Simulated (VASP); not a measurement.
**GaSb: single point with PBE**

GaSb:

```
Ga Sb
1.0
     0.00000    3.05900    3.05900
     3.05900    0.00000    3.05900
     3.05900    3.05900    0.00000
Ga Sb
1 1
Cartesian
  0.0000 0.0000 0.0000
  1.5295 1.5295 1.5295
```

```
Program                : VASP 6.6.1
Task                   : single point
Functional             : PBE
Potentials or basis    : VASP PAW PBE potentials, release 64 (Ga_d, Sb)
Cutoff                 : 500 eV
k mesh                 : 2 × 2 × 2
Occupations            : gaussian, width 0.01 eV
Spin                   : no spin polarisation
Dipole correction      : no
Further INCAR settings : ALGO = Normal; EDIFF = 1e-06; NBANDS = 16
```

```json
{"Pressure": "8.9 GPa", "Band gap on the k mesh": "0.01 eV, direct"}
```

Levels at points of the mesh, in eV from the valence-band top:
```tsv
k point	band 7	band 8	band 9	band 10	band 11	band 12
(0.00, 0.00, 0.00)	0.00	0.00	0.00	0.01	2.64	2.64
(0.50, 0.00, 0.00)	-6.44	-1.19	-1.19	0.35	3.63	3.63
(0.50, 0.50, 0.00)	-6.92	-2.63	-2.63	0.85	1.17	8.61
```

It took 3.9 s on 1 thread of Intel(R) Xeon(R) Platinum 8559C (Emerald Rapids) (shared host), peak memory 0.17 GiB.

Caveat: the k points lie up to 0.89 Å⁻¹ apart; spin-orbit coupling is left out, which moves the levels of the heavy elements. A k mesh can miss the band edges.
